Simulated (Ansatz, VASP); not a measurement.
## WF3 in VASP and in Ansatz

```xyz
4
Lattice="3.7172 0.0000 0.0000 0.0000 3.7172 0.0000 0.0000 0.0000 3.7697" Properties=species:S:1:pos:R:3 pbc="T T T"
W     0.0000    0.0000    0.0000
F     1.8586    1.8586    0.0000
F     0.0000    1.8586    1.8849
F     1.8586    0.0000    1.8849
```

Change from the starting cell: species swapped into the SrPb3 type (P4/mmm, No. 123).

Alike in both runs: task single point; functional PBE; k mesh 6 × 6 × 6; occupations gaussian, width 0.1 eV; collinear spin.

```csv
,VASP,Ansatz
version,VASP 6.6.1,Ansatz 0.2.0
potentials or method,"VASP PAW PBE potentials, release 64 (W_sv, F), cutoff 520 eV","scalar-relativistic, plane waves, PAW"
valence electrons in the cell,35,35
```

```tsv
	VASP	Ansatz	Ansatz less VASP
gap on the k mesh at the Fermi level (eV)	none	none	-
pressure (GPa)	-22.3	-22.1	+0.23
traceless stress, the component that is largest in VASP (GPa)	-1.11	-1.11	-0.006
net moment per atom (μB)	0.75	0.75	0.000
size of the moment on the site where the two differ most (μB)	2.57	2.28	-0.294
```

Site moments also hang on the region over which each program counts them. A gap of «none» marks a metal or a gap that the smearing closes. Ansatz's warnings: no starting moments.

Spin-orbit coupling is off throughout.
